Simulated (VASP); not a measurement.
# CdS (Greenockite) (P6_3mc) in VASP: a series of runs

The runs below take CdS (Greenockite) through single point, with PBE, r2SCAN.

Everything below comes from runs of VASP 6.6.1. Logs are shortened: lines on timing, memory, paths and dates and some standing lists are left out, and cuts for length are marked.

**Measured values to compare with.**

From “Isotope dependence of band-gap energy”, 2008, arxiv:0807.2152, for a bulk crystal of CdS: band gap 2.5809 ± 0.0002 eV.

The results are compared with them further down.

**1. The cell of the first run**

Symmetry: P6_3mc, No. 186, hexagonal system. Conventional cell: a = 3.945 Å, b = 3.945 Å, c = 6.409 Å, α = 90.00°, β = 90.00°, γ = 120.00°. Cd (site symmetry 3m) has 4 S at 2.41 Å within 3.2 Å. Within 3.2 Å of S (site symmetry 3m) lie 4 Cd at 2.41 Å.

**2. Single point, PBE (strain -5.3%)**

Contents of INCAR:

```
SYSTEM = CdS
  ALGO = Normal
  EDIFF = 1E-7
  ENCUT = 520
  GGA = PE
  ISIF = 2
  ISMEAR = -1
  LASPH = .TRUE.
  LCHARG = .FALSE.
  LREAL = .FALSE.
  LWAVE = .FALSE.
  NBANDS = 26
  NELM = 80
  PREC = Accurate
  SIGMA = 0.02
```

Contents of KPOINTS:

```
k-points
0
G
  12 12 4
  0 0 0
```

Contents of POSCAR:

```
CdS
1.0
    3.9447292417      0.0000000000      0.0000000000
   -1.9723646208      3.4162357343      0.0000000000
    0.0000000000      0.0000000000      6.4087319175
Cd S
2 2
Direct
    0.3333333333      0.6666666667     -0.0008370611
    0.6666666667      0.3333333333      0.4991629389
    0.3333333333      0.6666666667      0.3758370611
    0.6666666667      0.3333333333      0.8758370611
```

Potentials or basis: VASP PAW PBE potentials, release 64 (Cd, S).

Command:

```console
$ cat potpaw_PBE.64/Cd/POTCAR potpaw_PBE.64/S/POTCAR > POTCAR
$ mpirun -np 1 vasp_std > vasp.out
```

OUTCAR:

```text
SYSTEM = CdS
   EDIFF = 1E-7
   ENCUT = 520
   GGA = PE
   ISIF = 2
   ISMEAR = -1
   LASPH = .TRUE.
   LREAL = .FALSE.
   NELM = 80
   PREC = Accurate

 ion  position               nearest neighbor table
   1  0.333  0.667  0.999-   4 2.41   4 2.41   4 2.41   3 2.41
   2  0.667  0.333  0.499-   3 2.41   3 2.41   3 2.41   4 2.41
   3  0.333  0.667  0.376-   2 2.41   2 2.41   2 2.41   1 2.41
   4  0.667  0.333  0.876-   1 2.41   1 2.41   1 2.41   2 2.41

  LATTYP: Found a hexagonal cell.
 ALAT       =     3.9447292417
 C/A-ratio  =     1.6246316350

  Lattice vectors:

 A1 = (   3.9447292417,   0.0000000000,   0.0000000000)
 A2 = (  -1.9723646208,   3.4162357343,   0.0000000000)
 A3 = (   0.0000000000,   0.0000000000,   6.4087319175)

Analysis of symmetry for initial positions (statically):
=====================================================================
 Subroutine PRICEL returns:
 Original cell was already a primitive cell.

 Routine SETGRP: Setting up the symmetry group for a
 hexagonal supercell.

 Subroutine GETGRP returns: Found 12 space group operations
 (whereof  6 operations were pure point group operations)
 out of a pool of 24 trial point group operations.

The static configuration has the point symmetry C_3v.
 The point group associated with its full space group is C_6v.

Analysis of symmetry for dynamics (positions and initial velocities):
=====================================================================
 Subroutine PRICEL returns:
 Original cell was already a primitive cell.

 Routine SETGRP: Setting up the symmetry group for a
 hexagonal supercell.

 Subroutine GETGRP returns: Found 12 space group operations
 (whereof  6 operations were pure point group operations)
 out of a pool of 24 trial point group operations.

The dynamic configuration has the point symmetry C_3v.
 The point group associated with its full space group is C_6v.

 Subroutine INISYM returns: Found 12 space group operations
 (whereof  6 operations are pure point group operations),
 and found     1 'primitive' translations

----------------------------------------------------------------------------------------

                                     Primitive cell

  volume of cell :      86.3649

  direct lattice vectors                    reciprocal lattice vectors
     3.944729242  0.000000000  0.000000000     0.253502823  0.146359923  0.000000000
    -1.972364621  3.416235734  0.000000000     0.000000000  0.292719847  0.000000000
     0.000000000  0.000000000  6.408731917     0.000000000  0.000000000  0.156037109

  length of vectors
     3.944729242  3.944729242  6.408731917     0.292719847  0.292719847  0.156037109

  position of ions in fractional coordinates (direct lattice)
     0.333333333  0.666666667  0.999162939
     0.666666667  0.333333333  0.499162939
     0.333333333  0.666666667  0.375837061
     0.666666667  0.333333333  0.875837061

  ion indices of the primitive-cell ions
   primitive index   ion index
                 1           1
                 2           2
                 3           3
                 4           4

----------------------------------------------------------------------------------------

 KPOINTS: k-points

Automatic generation of k-mesh.
 Grid dimensions read from file:
 generate k-points for:   12   12    4

 Generating k-lattice:

  Cartesian coordinates                     Fractional coordinates (reciprocal lattice)
     0.021125235  0.012196660  0.000000000     0.083333333 -0.000000000  0.000000000
     0.000000000  0.024393321  0.000000000     0.000000000  0.083333333  0.000000000
     0.000000000  0.000000000  0.039009277     0.000000000  0.000000000  0.250000000

  Length of vectors
     0.024393321  0.024393321  0.039009277

  Shift w.r.t. Gamma in fractional coordinates (k-lattice)
     0.000000000  0.000000000  0.000000000

 Subroutine IBZKPT returns following result:
 ===========================================

 Found     57 irreducible k-points:

 Following reciprocal coordinates:
            Coordinates               Weight
  0.000000  0.000000  0.000000      1.000000
  0.083333  0.000000  0.000000      6.000000
  0.166667  0.000000  0.000000      6.000000
  0.250000  0.000000  0.000000      6.000000
  0.333333  0.000000  0.000000      6.000000
  0.416667  0.000000  0.000000      6.000000
[... 16 lines left out ...]
  0.250000  0.000000  0.250000     12.000000
  0.333333  0.000000  0.250000     12.000000
 [... further k-points ...]
   k-points           NKPTS =     57   k-points in BZ     NKDIM =     57   number of bands    NBANDS=     26
   number of dos      NEDOS =    301   number of ions     NIONS =      4
   total plane-waves  NPLWV =  43200
   dimension x,y,z NGX =    30 NGY =   30 NGZ =   48
   dimension x,y,z NGXF=    60 NGYF=   60 NGZF=   96
   ions per type =               2   2
   NGX,Y,Z   is equivalent  to a cutoff of  12.64, 12.64, 12.45 a.u.
   NGXF,Y,Z  is equivalent  to a cutoff of  25.29, 25.29, 24.90 a.u.
 SYSTEM =  CdS
   PREC   = accura    normal or accurate (medium, high low for compatibility)
   ISTART =      0    job   : 0-new  1-cont  2-samecut
   ICHARG =      2    charge: 1-file 2-atom 10-const
   ISPIN  =      1    spin polarized calculation?
   LNONCOLLINEAR =      F non collinear calculations
   LSORBIT =      F    spin-orbit coupling
   LASPH  =      T    aspherical Exc in radial PAW
   ENCUT  =  520.0 eV  38.22 Ry    6.18 a.u.   7.33  7.33 11.92*2*pi/ulx,y,z
   NELM   =     80;   NELMIN=  2; NELMDL= -5     # of ELM steps
   EDIFF  = 0.1E-06   stopping-criterion for ELM
   LREAL  =      F    real-space projection
   EDIFFG = 0.1E-05   stopping-criterion for IOM
   NSW    =      0    number of steps for IOM
   IBRION =     -1    ionic relax: 0-MD 1-quasi-New 2-CG
   NFREE  =      0    steps in history (QN), initial steepest desc. (CG)
   ISIF   =      2    stress and relaxation
   ISYM   =      2    0-nonsym 1-usesym 2-fastsym
   POTIM  = 0.5000    time-step for ionic-motion
   TEBEG  =    0.0;   TEEND  =   0.0 temperature during run
   PSTRESS=    0.0 pullay stress
   NELECT =      36.0000    total number of electrons
   NUPDOWN=      -1.0000    fix difference up-down
   EMIN   =  10.00;   EMAX   =-10.00  energy-range for DOS
   EFERMI =   0.00;   METHOD = LEGACY
   ISMEAR =    -1;   SIGMA  =   0.02  broadening in eV -4-tet -1-fermi 0-gaus
   EFERMI_NEDOS =   21; number of points for ismear=-14 and -15
   IALGO  =     38    algorithm
   IMIX   =      4    mixing-type and parameters
     AMIX     =   0.40;   BMIX     =  1.00
     AMIX_MAG =   1.60;   BMIX_MAG =  1.00
  volume/ion in A,a.u.               =      21.59       145.70
  Fermi-wavevector in a.u.,A,eV,Ry     =   1.222916  2.310976 20.347832  1.495523
  Thomas-Fermi vector in A             =   2.358046
   LORBIT       =      0    0 simple, 1 ext, 2 COOP (PROOUT), +10 PAW based schemes
   GGA     = PE    functional components
   LHFCALC =     F    Hartree Fock is set to
   AEXX    =    0.0000 exact exchange contribution
   IVDW    =     0    specifies the selected vdW correction
   LEPSILON=     F    determine dielectric tensor
   LRPA    =     F    only Hartree local field effects (RPA)
 non-spin polarized calculation
  energy-cutoff  :      520.00
  volume of cell :       86.36
 maximum number of plane-waves:      2358
 NGX is ok and might be reduce to    30
   NGX = 15   NGY = 15   NGZ = 23

 number of electron      35.9999985 magnetization

 Free energy of the ion-electron system (eV)
  ---------------------------------------------------
  ext. energy  EPLUGINS =         0.00000000
  ---------------------------------------------------
  free energy    TOTEN  =       -11.53396057 eV

  energy without entropy =      -11.53396057  energy(sigma->0) =      -11.53396057

 E-fermi :   2.9927     XC(G=0):  -9.8128

 val. band max:        2.6244161452   @ k =   0.0000   0.0000   0.0000
 cond. band min:       4.1678788996   @ k =   0.0000   0.0000   0.0000
 fundamental gap:      1.5434627544
 Fermi energy:         2.9927021441

 k-point     1 :       0.0000    0.0000    0.0000
  band No.  band energies     occupation
      1     -10.7170      2.00000
      2     -10.1385      2.00000
      3      -5.7134      2.00000
      4      -5.7036      2.00000
      5      -5.7036      2.00000
      6      -5.5844      2.00000
[... 18 lines left out ...]
     25      10.2655      0.00000
     26      10.8270      0.00000

 k-point     2 :       0.0833    0.0000    0.0000
  band No.  band energies     occupation
      1     -10.6836      2.00000
      2     -10.1237      2.00000
      3      -5.7062      2.00000
      4      -5.6887      2.00000
      5      -5.6810      2.00000
      6      -5.5698      2.00000
[... 18 lines left out ...]
     25      10.4483      0.00000
     26      10.6919      0.00000

 k-point     3 :       0.1667    0.0000    0.0000
  band No.  band energies     occupation
      1     -10.5904      2.00000
      2     -10.0847      2.00000
      3      -5.6737      2.00000
      4      -5.6503      2.00000
      5      -5.6251      2.00000
      6      -5.5217      2.00000
[... 18 lines left out ...]
     25      10.4214      0.00000
     26      10.9511      0.00000

 k-point     4 :       0.2500    0.0000    0.0000
  band No.  band energies     occupation
      1     -10.4576      2.00000
      2     -10.0357      2.00000
      3      -5.6318      2.00000
      4      -5.6047      2.00000
      5      -5.5320      2.00000
      6      -5.4276      2.00000
[... 18 lines left out ...]
     25      10.8384      0.00000
     26      11.3080      0.00000
[... 496 lines left out ...]
      1     -10.5124      2.00000
      2     -10.1529      2.00000
      3      -5.6490      2.00000
      4      -5.6332      2.00000
      5      -5.6070      2.00000
      6      -5.5387      2.00000
[... 18 lines left out ...]
     25      10.5578      0.00000
     26      10.5915      0.00000

 k-point    23 :       0.2500    0.0000    0.2500
  band No.  band energies     occupation
      1     -10.3902      2.00000
      2     -10.0902      2.00000
      3      -5.6167      2.00000
      4      -5.5807      2.00000
      5      -5.5369      2.00000
      6      -5.4538      2.00000
[... 18 lines left out ...]
     25      10.6850      0.00000
     26      11.2783      0.00000

 k-point    24 :       0.3333    0.0000    0.2500
  band No.  band energies     occupation
      1     -10.2618      2.00000
      2     -10.0336      2.00000
      3      -5.5987      2.00000
      4      -5.5369      2.00000
      5      -5.4686      2.00000
      6      -5.3770      2.00000
[... 18 lines left out ...]
     25      10.8378      0.00000
     26      12.0301      0.00000

 [... further k-points ...]
[... 5 lines left out ...]
  --------------------------------------------------------------------------------------
  -------------------------------------------------------------------------------------
  Total        8.5465748      8.5465748      8.6753619      0.0000000     -0.0000000      0.0000000
  in kB      158.5497434    158.5497434    160.9389069      0.0000000     -0.0000000      0.0000000
  external PRESSURE =     159.3461312 kB  Pullay stress =       0.0000000 kB

 VOLUME and BASIS-vectors are now :
 -----------------------------------------------------------------------------
  energy-cutoff  :      520.00
  volume of cell :       86.36
      direct lattice vectors                 reciprocal lattice vectors
     3.944729242  0.000000000  0.000000000     0.253502823  0.146359923  0.000000000
    -1.972364621  3.416235734  0.000000000     0.000000000  0.292719847  0.000000000
     0.000000000  0.000000000  6.408731917     0.000000000  0.000000000  0.156037109

 POSITION                                       TOTAL-FORCE (eV/Angst)
 -----------------------------------------------------------------------------------
     -0.00000      2.27749      6.40337         0.000000      0.000000      0.000537
      1.97236      1.13875      3.19900        -0.000000      0.000000      0.000537
     -0.00000      2.27749      2.40864         0.000000     -0.000000     -0.000537
      1.97236      1.13875      5.61300        -0.000000      0.000000     -0.000537
 -----------------------------------------------------------------------------------
    total drift:                               -0.000000     -0.000000      0.000362

  FREE ENERGIE OF THE ION-ELECTRON SYSTEM (eV)
  ---------------------------------------------------
  free  energy   TOTEN  =       -11.5339605703 eV

  energy  without entropy=      -11.5339605703  energy(sigma->0) =      -11.53396057
```

Run time: 59 s. Hardware: 1 thread of AMD EPYC 9R45 (Zen 5), shared host; peak memory 0.23 GiB.

What came out:

- Free energy: -11.5340 eV
- Pressure: 15.9 GPa
- Band gap on the k mesh: 1.54 eV, direct

Stress tensor (GPa, compression positive):
```
15.85  0.00  0.00
 0.00 15.85  0.00
 0.00  0.00 16.09
```

Levels at points of the mesh, in eV from the valence-band top:
```
           k point  band 15  band 16  band 17  band 18  band 19  band 20  band 21  band 22
(0.00, 0.00, 0.00)    -0.98    -0.07     0.00     0.00     1.54     2.94     6.40     6.40
(0.50, 0.00, 0.00)    -3.34    -2.43    -1.69    -0.99     3.81     4.00     5.01     6.92
(0.00, 0.00, 0.50)    -0.51    -0.51    -0.51    -0.51     3.13     3.13     6.33     6.33
(0.50, 0.00, 0.50)    -1.75    -1.75    -1.69    -1.69     3.50     3.50     5.40     5.40
```

Caveat: the cell differs from its parent crystal (strain -5.3%). A k mesh can miss the band edges.

**3. Single point, PBE (biaxial xy strain -1.3%)**

Contents of INCAR:

```
SYSTEM = CdS
ALGO     = Normal         ! electronic algorithm
EDIFF    = 1E-6           ! SCF threshold, eV
ENCUT    = 520            ! plane-wave cutoff, eV
GGA      = PE             ! functional
ISIF     = 2              ! what is computed and relaxed
ISMEAR   = -1             ! smearing method
LASPH    = .True.         ! aspherical terms in the spheres
LCHARG   = .True.         ! write CHGCAR
LELF     = .True.         ! ELF
LREAL    = .False.        ! projectors in reciprocal space
LVHAR    = .True.       
LWAVE    = .False.        ! write WAVECAR
NBANDS   = 26             ! bands
NELM     = 100            ! most SCF steps
PREC     = Accurate       ! precision mode
SIGMA    = 0.02           ! smearing width, eV
```

Contents of KPOINTS:

```
k-points
0
Gamma
  12 12 4
  0 0 0
```

Contents of POSCAR:

```
CdS
1.0
    4.1121470157      0.0000000000      0.0000000000
   -2.0560735078      3.5612237797      0.0000000000
    0.0000000000      0.0000000000      6.7659754197
Cd S
2 2
Direct
    0.3333333333      0.6666666667      0.0005890635
    0.6666666667      0.3333333333      0.5005890635
    0.3333333333      0.6666666667      0.3744109365
    0.6666666667      0.3333333333      0.8744109365
```

Potentials or basis: VASP PAW PBE potentials, release 64 (Cd, S).

Command:

```console
$ cat potpaw_PBE.64/Cd/POTCAR potpaw_PBE.64/S/POTCAR > POTCAR
$ mpirun -np 1 vasp_std > vasp.out
```

Wall time 61 s (1 thread of Intel Xeon 6975P-C (Granite Rapids), shared host); peak memory 0.28 GiB.

The run converged. Its results:

* Free energy: -12.2427 eV
* Pressure: 3.3 GPa
* Band gap on the k mesh: 1.21 eV, direct

Forces in eV/Å, atoms in the order of the input:
```
Cd   0.000  0.000  0.002
Cd   0.000  0.000  0.002
S    0.000  0.000 -0.002
S    0.000  0.000 -0.002
```

Stress tensor (GPa, compression positive):
```
3.48 0.00 0.00
0.00 3.48 0.00
0.00 0.00 3.00
```

Levels at points of the mesh, in eV from the valence-band top:
```csv
k point,band 16,band 17,band 18,band 19,band 20,band 21
"(0.00, 0.00, 0.00)",-0.08,0.00,0.00,1.21,2.88,6.52
"(0.50, 0.00, 0.00)",-1.87,-1.34,-0.76,3.71,3.93,5.04
"(0.00, 0.00, 0.50)",-0.39,-0.39,-0.39,2.88,2.88,6.16
"(0.50, 0.00, 0.50)",-1.39,-1.35,-1.35,3.45,3.45,5.38
```

Caveat: the cell differs from its parent crystal (biaxial xy strain -1.3%). A k mesh can miss the band edges.

(Continued in part 2 of 2.)
